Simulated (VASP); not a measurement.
Input of a VASP 6.6.1 run:

File INCAR:

```
ALGO = Normal
EDIFF = 1E-6
ENCUT = 520
GGA = PE
ISIF = 2
ISMEAR = 0
ISPIN = 2
LASPH = True
LCHARG = True
LELF = True
LMAXMIX = 4
LORBIT = 11
LREAL = False
LVHAR = True
LWAVE = False
MAGMOM = 2 -2 0 0
NBANDS = 28
NELM = 150
PREC = Accurate
SIGMA = 0.05
```

The input KPOINTS:

```
k-points
0
Gamma
  7 7 4
```

Contents of POSCAR:

```
TaN
1.0
    2.9380011100      0.0000000000      0.0000000000
   -1.4690005500      2.5443836000      0.0000000000
    0.0000000000      0.0000000000      5.7660044200
Ta N
2 2
Direct
    0.3333333333      0.6666666667      0.2500000000
    0.3333333333      0.6666666667      0.7500000000
    0.0000000000      0.0000000000      0.0000000000
    0.0000000000      0.0000000000      0.5000000000
```

Potentials or basis: VASP PAW PBE potentials, release 64 (Ta_pv, N).

Launch:

```console
$ cat potpaw_PBE.64/Ta_pv/POTCAR potpaw_PBE.64/N/POTCAR > POTCAR
$ mpirun -np 1 vasp_std > vasp.out
```

**Question.** What does it give for the pressure?

**Answer.** 5.4 GPa.

**Question.** Estimate the net moment.

**Answer.** 0.00 μB per cell.

Stress tensor (GPa, compression positive):
```
5.00 0.00 0.00
0.00 5.00 0.00
0.00 0.00 6.29
```
